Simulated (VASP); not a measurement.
Sn: single point with r2SCAN

Sn:

```xyz
1
Lattice="-1.6912 1.9547 2.1079 1.6912 -1.9547 2.1079 1.6912 1.9547 -2.1079" Properties=species:S:1:pos:R:3 pbc="T T T"
Sn    0.0000    0.0000    0.0000
```

* Program: VASP 6.6.1
* Task: single point
* Functional: r2SCAN
* Potentials or basis: VASP PAW PBE potentials, release 64 (Sn_d)
* Cutoff: 520 eV
* k mesh: 8 × 8 × 8
* Occupations: gaussian, width 0.1 eV
* Spin: no spin polarisation
* Dipole correction: no
* Further INCAR settings: ALGO = Normal; EDIFF = 1e-06; NBANDS = 13

* Pressure: -1.6 GPa
* Band gap on the k mesh: zero (bands 7 and 8 overlap by 8.57 eV)

Stress tensor (GPa, compression positive):
```
-3.12  0.00  0.00
 0.00  0.10  0.00
 0.00  0.00 -1.88
```

Levels at points of the mesh, in eV from the Fermi level:
| k point | band 5 | band 6 | band 7 | band 8 | band 9 | band 10 |
| --- | --- | --- | --- | --- | --- | --- |
| (0.00, 0.00, 0.00) | -22.20 | -11.60 | 7.01 | 7.17 | 9.32 | 10.65 |
| (0.50, 0.00, 0.00) | -22.16 | -7.59 | -4.94 | 5.63 | 7.69 | 10.44 |
| (0.00, 0.50, 0.00) | -22.16 | -6.35 | -4.60 | 3.45 | 5.11 | 8.12 |
| (0.50, 0.50, 0.00) | -22.14 | -5.95 | -4.39 | 2.65 | 3.99 | 7.04 |
| (0.50, 0.50, 0.50) | -22.14 | -3.52 | -2.36 | -1.11 | 2.17 | 3.55 |

Run time: 74 s on 1 thread of Intel(R) Xeon(R) Platinum 8488C (Sapphire Rapids) (shared host), peak memory 0.18 GiB.

Caveat: the PAW data sets were made with another functional, which shifts forces and pressure a little; spin-orbit coupling is left out, which moves the levels of the heavy elements.
